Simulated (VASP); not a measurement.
A run of VASP 6.6.1 is set up as follows.

File INCAR:

```
  PREC = Accurate
  ENCUT = 520
  EDIFF = 1E-7
  ISMEAR = 0
  SIGMA = 0.15
  LREAL = F
  LASPH = T
  NELM = 100
  ALGO = Fast
  ISIF = 2
  LWAVE = F
  LCHARG = F
  GGA = PS
  NBANDS = 12
```

The input KPOINTS:

```
regular mesh
0
Gamma
  20 20 20
```

The input POSCAR:

```
Ti
1.0
    0.0000000000      1.9285000000      1.9792500000
    1.9285000000      0.0000000000      1.9792500000
    1.9285000000      1.9285000000      0.0000000000
Ti
1
Direct
    0.0000000000      0.0000000000      0.0000000000
```

Potentials or basis: VASP PAW PBE potentials, release 64 (Ti_sv).

Command:

```console
$ cat potpaw_PBE.64/Ti_sv/POTCAR > POTCAR
$ mpirun -np 1 vasp_std > vasp.out
```

What does it give for the pressure?

17.1 GPa.

What does it give for the band gap on the k mesh?

Zero (band 6 reaches 10.82 eV, above the bottom of band 7 at 9.44 eV).

Stress tensor (GPa, compression positive):
```
17.43  0.00  0.00
 0.00 17.43  0.00
 0.00  0.00 16.47
```

Caveat: the cell differs from its parent crystal (strain -0.050 along x and y, -0.025 along z); the PAW data sets were made with another functional, which shifts forces and pressure a little.
